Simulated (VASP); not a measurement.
Runs of VASP 6.6.1 on InSb3. The structure is that of space group Fm-3m (No. 225), or close to it. The cells are those of the table. 

| task | cell | cutoff (eV) | gap on the mesh (eV) | pressure (GPa) | relaxed volume (Å³/atom) |
| --- | --- | --- | --- | --- | --- |
| relaxation of cell and atoms | relaxed from a = 5.179 Å, angles 60.0°, 4 atoms | 600 | - | 0.0 | 24.58 |
| single point | a = 5.179 Å, angles 60.0°, 4 atoms | 500 | none | 0.0 | - |
| single point | a = 5.127 Å, angles 60.0°, 4 atoms | 500 | none | 2.4 | - |
| single point | a = 4.963 Å, angles 60.0°, 4 atoms | 500 | none | 12.6 | - |
| single point | a = 5.019 Å, angles 60.0°, 4 atoms | 500 | none | 8.6 | - |
| single point | a = 5.073 Å, angles 60.0°, 4 atoms | 500 | none | (a) | - |
| single point | a = 5.179 Å, angles 60.0°, 4 atoms | 520 | none | 0.0 | - |
| relaxation of cell and atoms | relaxed from a = 5.179 Å, angles 60.0°, 4 atoms | 500 | - | 0.0 | 24.58 |

Alike in all rows: level PBEsol+D3(BJ); potentials or basis VASP PAW PBE potentials, release 64 (In_d, Sb); no spin polarisation; k mesh 10 × 10 × 10; smearing gaussian 0.1 eV.

Q: Estimate the missing entries.

A: (a) 5.2.

Caveats: the PAW data sets were made with another functional, which shifts forces and pressure a little; spin-orbit coupling is left out, which moves the levels of the heavy elements; the cell stands under pressure (at least some runs); the highest band is partly filled, so the run has too few bands (at least some runs).

A k mesh can miss the band edges, and the runs leave out spin-orbit coupling on In, Sb.

A gap of «none» marks levels without a gap at the run's occupations.
